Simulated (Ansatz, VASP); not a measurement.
**Ge in VASP and in Ansatz**

Contents of INCAR:

```
  PREC = Accurate
  ENCUT = 520
  EDIFF = 1E-6
  ISMEAR = 1
  SIGMA = 0.5
  LREAL = F
  LASPH = T
  NELM = 100
  ALGO = Normal
  ISIF = 2
  LWAVE = F
  LCHARG = F
  GGA = PS
  NBANDS = 36
```

File KPOINTS:

```
Automatic mesh
0
Gamma
  6 6 6
```

The input POSCAR:

```
Ge
1.0
    0.0000000000      2.8857400000      5.1156650000
    2.6304970000      0.0000000000      5.1156650000
    2.6304970000      2.8857400000      0.0000000000
Ge
4
Direct
    0.7818670000      0.7818670000      0.2181330000
    0.2181330000      0.2181330000      0.7818670000
    0.2735100000      0.7264900000      0.2735100000
    0.7264900000      0.2735100000      0.7264900000
```

Input for Ansatz:

```yaml
crystal:
  lattice:
    - [0.0, 2.88574, 5.115665]
    - [2.630497, 0.0, 5.115665]
    - [2.630497, 2.88574, 0.0]
  atoms:
    - { symbol: Ge, position: [0.781867, 0.781867, 0.218133] }
    - { symbol: Ge, position: [0.218133, 0.218133, 0.781867] }
    - { symbol: Ge, position: [0.27351, 0.72649, 0.27351] }
    - { symbol: Ge, position: [0.72649, 0.2735099999999999, 0.7264900000000001] }
kpoints:
  mp_grid:
    grid: [6, 6, 6]
hamiltonian:
  xc: pbesol
scf:
  convergence:
    dr2_threshold: 1.0e-10
  occupations:
    method: cold
    width: 0.5
output:
  stress: true
```

Alike in both runs: task single point; functional PBEsol; k mesh 6 × 6 × 6; no spin polarisation.

|  | VASP | Ansatz |
| --- | --- | --- |
| version | VASP 6.6.1 | Ansatz 0.2.0 |
| potentials or method | VASP PAW PBE potentials, release 64 (Ge_d) | plane waves, PAW |
| plane-wave cutoff (eV) | 520 | 420 |
| occupations | methfessel-paxton of order 1, width 0.5 eV | cold, width 0.5 eV |
| valence electrons in the cell | 56 | 56 |

```csv
,VASP,Ansatz,Ansatz less VASP
pressure (GPa),-3.6,-3.4,+0.15
"traceless stress, the component that is largest in VASP (GPa)",0.99,0.61,-0.385
```

VASP's potentials were made for PBE, not for PBEsol.
